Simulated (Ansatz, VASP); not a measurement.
## Au: VASP beside Ansatz

Contents of INCAR:

```
  PREC = Accurate
  ENCUT = 500
  EDIFF = 1E-6
  ISMEAR = -1
  SIGMA = 0.15
  LREAL = F
  LASPH = T
  NELM = 120
  ALGO = Normal
  ISIF = 2
  LWAVE = F
  LCHARG = F
  GGA = PS
  NBANDS = 12
  GGA_COMPAT = F
```

File KPOINTS:

```
Automatic mesh
0
Gamma
  20 20 20
```

The input POSCAR:

```
Au
1.0
    0.0000000000      2.0279522097      2.0279522097
    2.0279522097      0.0000000000      2.0279522097
    2.0279522097      2.0279522097      0.0000000000
Au
1
Direct
    0.0000000000      0.0000000000      0.0000000000
```

Input for Ansatz:

```yaml
crystal:
  lattice:
    - [0.0, 2.0279522097, 2.0279522097]
    - [2.0279522097, 0.0, 2.0279522097]
    - [2.0279522097, 2.0279522097, 0.0]
  atoms:
    - { symbol: Au, position: [0.0, 0.0, 0.0] }
basis:
  ecutwfc: 420
kpoints:
  mp_grid: { grid: [20, 20, 20] }
hamiltonian:
  xc: pbesol
scf:
  occupations: { method: fermi_dirac, width: 0.15 }
  mixing: { algorithm: broyden, beta: 0.05, ndim: 16 }
output:
  forces: true
  eigenvalues: true
  stress: true
```

Alike in both runs: task single point; functional PBEsol; k mesh 20 × 20 × 20; occupations fermi-dirac, width 0.15 eV; no spin polarisation.

|  | VASP | Ansatz |
| --- | --- | --- |
| version | VASP 6.6.1 | Ansatz 0.2.0 |
| potentials or method | VASP PAW PBE potentials, release 64 (Au), cutoff 500 eV | scalar-relativistic, plane waves, PAW |
| valence electrons in the cell | 11 | 19 |

```tsv
	VASP	Ansatz	Ansatz less VASP
gap on the k mesh at the Fermi level (eV)	none	none	-
pressure (GPa)	3.4	3.7	+0.31
```

VASP's potentials were made for PBE, not for PBEsol. A gap of «none» marks a metal or a gap that the smearing closes. VASP's potentials hold 11 valence electrons a cell and Ansatz's 19, so a difference there can come from the potentials and not from the codes.

Spin-orbit coupling is off throughout.
